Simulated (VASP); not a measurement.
Set up this calculation in VASP 6.6.1, as the native input.

```
Task                   : single point
Functional             : PBE
Potentials or basis    : VASP PAW PBE potentials, release 64 (Co, O)
Cutoff                 : 520 eV
k mesh                 : 22 × 22 × 22
Occupations            : gaussian, width 0.15 eV
Spin                   : collinear spin, ferromagnetic start
Starting moments       : [2.73, 0.34] μB
Dipole correction      : no
Further INCAR settings : ALGO = Normal; EDIFF = 1e-07; NBANDS = 18
```

The structure of CoO lies in POSCAR:

```
CoO
1.0
    0.0000000000      2.0058182956      2.4069819547
    2.0058182956      0.0000000000      2.4069819547
    2.0058182956      2.0058182956      0.0000000000
Co O
1 1
Direct
    0.0000000000      0.0000000000      0.0000000000
    0.5000000000      0.5000000000      0.5000000000
```

This cell differs from its parent crystal: ratio of the length along z to the lengths across it x 1.2, volume and fractional coordinates fixed.

The input as run:

INCAR

```
ALGO     = Normal         # electronic algorithm
EDIFF    = 1E-7           # SCF threshold, eV
ENCUT    = 520            # plane-wave cutoff, eV
GGA      = PE             # functional
ISIF     = 2              # what is computed and relaxed
ISMEAR   = 0              # smearing method
ISPIN    = 2              # spin polarisation
LASPH    = T              # aspherical terms in the spheres
LCHARG   = F              # write CHGCAR
LMAXMIX  = 4              # l up to which the mixer works
LORBIT   = 11             # projections on sites
LREAL    = F              # projectors in reciprocal space
LWAVE    = F              # write WAVECAR
MAGMOM   = 2.73 0.34      # initial moments
NBANDS   = 18             # bands
NELM     = 150            # most SCF steps
PREC     = Accurate       # precision mode
SIGMA    = 0.15           # smearing width, eV
```

KPOINTS

```
k-points
0
Gamma
  22 22 22
```

Potentials or basis: VASP PAW PBE potentials, release 64 (Co, O).

Run with:

```console
$ cat potpaw_PBE.64/Co/POTCAR potpaw_PBE.64/O/POTCAR > POTCAR
$ mpirun -np 1 vasp_std > vasp.out
```

It gave:

```
Pressure                                              : 3.4 GPa
Net moment                                            : 2.62 μB per cell
Site moments                                          : Co +2.32; O +0.25 μB
Valence electrons inside the program's atomic spheres : Co 7.92; O 4.99
```

Caveat: the stress differs along the axes, from -2 to 6 GPa; a cell with one magnetic atom can't hold antiferromagnetic order, which such compounds often take.

Run time: 26 min on 1 thread of AMD EPYC 7R13 (shared host), peak memory 0.49 GiB.
